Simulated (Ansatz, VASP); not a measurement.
**Two plane-wave programs on KF**

The input POSCAR:

```
KF
1.0
    0.0000000000      2.6589605792      2.6589605792
    2.6589605792      0.0000000000      2.6589605792
    2.6589605792      2.6589605792      0.0000000000
K F
1 1
Direct
    0.0000000000      0.0000000000      0.0000000000
    0.5000000000      0.5000000000      0.5000000000
```

INCAR.step1

```
SYSTEM = KF
ALGO = Normal
EDIFF = 1E-5
ENCUT = 520
GGA = PE
GGA_COMPAT = .FALSE.
ISIF = 2
ISMEAR = 0
LASPH = .TRUE.
LCHARG = .FALSE.
LREAL = .FALSE.
LWAVE = .TRUE.
NBANDS = 15
NELM = 120
PREC = Accurate
SIGMA = 0.01
```

The input INCAR.step2:

```
SYSTEM = KF
AEXX = 0.4
ALGO = Normal
EDIFF = 1E-6
ENCUT = 520
GGA = PE
GGA_COMPAT = .FALSE.
HFSCREEN = 0.3
ISIF = 2
ISMEAR = 0
ISTART = 1
LASPH = .TRUE.
LCHARG = .FALSE.
LHFCALC = .TRUE.
LREAL = .FALSE.
LWAVE = .FALSE.
NBANDS = 15
NELM = 120
PREC = Accurate
PRECFOCK = Normal
SIGMA = 0.01
```

KPOINTS

```
k-points
0
G
  4 4 4
  0 0 0
```

Input for Ansatz:

```yaml
crystal:
  lattice:
    - [0.0, 2.6589605792, 2.6589605792]
    - [2.6589605792, 0.0, 2.6589605792]
    - [2.6589605792, 2.6589605792, 0.0]
  atoms:
    - { symbol: K, position: [0.0, 0.0, 0.0] }
    - { symbol: F, position: [0.5, 0.5, 0.5] }
kpoints:
  mp_grid: { grid: [4, 4, 4] }
hamiltonian:
  xc: { exchange: pbe, correlation: pbe, exx: { coeff: 0.4, omega: 0.3 } }
scf:
  occupations: { method: fixed }
  n_extra_bands: 4
output:
  forces: true
  stress: true
  eigenvalues: true
```

Alike in both runs: task single point; functional PBE-based screened hybrid; k mesh 4 × 4 × 4; no spin polarisation.

|  | VASP | Ansatz |
| --- | --- | --- |
| version | VASP 6.6.1 | Ansatz 0.2.0 |
| potentials or method | VASP PAW PBE potentials, release 64 (K_sv, F) | plane waves |
| plane-wave cutoff (eV) | 520 | 420 |
| occupations | gaussian, width 0.01 eV | fixed |
| valence electrons in the cell | 16 | 16 |

```csv
,VASP,Ansatz,Ansatz less VASP
gap on the k mesh at the Fermi level (eV),9.04,9.06,+0.022
pressure (GPa),0.6,0.4,-0.13
```

VASP's potentials were made for PBE, not for PBE-based screened hybrid. Ansatz's warnings: stress exchange threshold loose, stress scf threshold loose.

The k mesh is coarse, so the values compare programs but aren't converged.
